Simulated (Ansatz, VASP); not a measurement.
# One calculation of Lu, two programs

INCAR

```
ALGO = Normal
EDIFF = 1E-6
ENCUT = 520
GGA = PE
ISIF = 2
ISMEAR = -1
LASPH = T
LCHARG = F
LREAL = F
LWAVE = F
NBANDS = 58
NELM = 100
PREC = Accurate
SIGMA = 0.1
```

KPOINTS

```
k-points
0
Gamma
  10 10 3
```

The input POSCAR:

```
Lu
1.0
    2.9240678398      0.0000000000      0.0000000000
   -1.4620339199      2.5323170317      0.0000000000
    0.0000000000      0.0000000000      9.4265684622
Lu
4
Direct
    0.0000000000      0.0000000000      0.0000000000
    0.0000000000      0.0000000000      0.5000000000
    0.3333333333      0.6666666667      0.2500000000
    0.6666666667      0.3333333333      0.7500000000
```

Input for Ansatz:

```yaml
crystal:
  lattice:
    - [2.9240678398, 0.0, 0.0]
    - [-1.4620339199, 2.5323170317, 0.0]
    - [0.0, 0.0, 9.4265684622]
  atoms:
    - { symbol: Lu, position: [0.0, 0.0, 0.0] }
    - { symbol: Lu, position: [0.0, 0.0, 0.5] }
    - { symbol: Lu, position: [0.3333333333, 0.6666666667, 0.25] }
    - { symbol: Lu, position: [0.6666666667, 0.3333333333, 0.75] }
kpoints:
  mp_grid: { grid: [10, 10, 3] }
scf:
  occupations: { method: fermi_dirac, width: 0.1 }
hamiltonian:
  xc: pbe
  pseudopotentials: { kind: paw }
output:
  forces: true
  stress: true
  eigenvalues: true
  populations: true
```

Change from the starting cell: volume scaled by 0.6, PAW files.

Alike in both runs: task single point; functional PBE; k mesh 10 × 10 × 3; occupations fermi-dirac, width 0.1 eV; no spin polarisation.

```csv
,VASP,Ansatz
version,VASP 6.6.1,Ansatz 0.2.0
potentials or method,"VASP PAW PBE potentials, release 64 (Lu)","PAW with Ansatz's default frozen-core files, scalar-relativistic"
plane-wave cutoff (eV),520,420
valence electrons in the cell,100,100
```

|  | VASP | Ansatz | Ansatz less VASP |
| --- | --- | --- | --- |
| pressure (GPa) | 54.0 | 52.8 | -1.15 |

Both programs put the cell under a high pressure, so it lies far from rest at this level. With one functional, cell and mesh, what is left measures potentials, basis and numerics.

Neither program's run includes spin-orbit coupling.
